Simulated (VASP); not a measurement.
# Al: relaxation of cell and atoms with PBEsol

Crystal: Al.

```
Al
1.0
     0.00000    2.02398    2.02398
     2.02398    0.00000    2.02398
     2.02398    2.02398    0.00000
Al
1
Direct
  0.00000 0.00000 0.00000
```

```
Program                : VASP 6.6.1
Task                   : relaxation of cell and atoms
Functional             : PBEsol
Potentials or basis    : VASP PAW PBE potentials, release 64 (Al)
Cutoff                 : 600 eV
k mesh                 : 18 × 18 × 18
Occupations            : gaussian, width 0.1 eV
Spin                   : no spin polarisation
Dipole correction      : no
Further INCAR settings : ALGO = Normal; EDIFF = 1e-06; IBRION = 2; EDIFFG = -0.005; NSW = 100; ISIF = 3
```

| Quantity | Value |
| --- | --- |
| Relaxed volume | 16.19 Å³/atom |
| Relaxed cell | a = 2.840 Å, b = 2.840 Å, c = 2.840 Å, α = 60.00°, β = 60.00°, γ = 60.00° |
| Space group after relaxing (to 0.05 Å) | Fm-3m (No. 225) |
| Energy gained by relaxing | 2.3 meV/atom |
| Ionic steps | 3 |
| Pressure after relaxing | 0.0 GPa |

Step by step:
| step | energy change (eV) | largest force (eV/Å) | pressure (GPa) | volume (Å³) |
| --- | --- | --- | --- | --- |
| 1 | 0.0000 | 0.0000 | -1.82 | 16.58 |
| 2 | -0.0022 | 0.0000 | 0.29 | 16.14 |
| 3 | -0.0023 | 0.0000 | 0.00 | 16.19 |

Final structure:
```yaml
crystal:
  lattice:
    - [0.00000, 2.00803, 2.00803]
    - [2.00803, 0.00000, 2.00803]
    - [2.00803, 2.00803, 0.00000]
  atoms:
    - { symbol: Al, position: [0.00000, 0.00000, 0.00000] }
```

Levels at points of the mesh, in eV from the Fermi level:
```
           k point  band 1  band 2  band 3  band 4  band 5
(0.00, 0.00, 0.00)  -11.25   12.71   12.71   12.71   14.34
(0.50, 0.00, 0.00)   -4.66   -4.39   11.53   11.53   11.60
(0.50, 0.50, 0.00)   -2.95   -1.60    5.27    5.68    5.68
```

It took 18 s on 1 thread of Intel(R) Xeon(R) Platinum 8488C (Sapphire Rapids), with other jobs on the host, peak memory 0.15 GiB.

Caveat: the PAW data sets were made with another functional, which shifts forces and pressure a little.
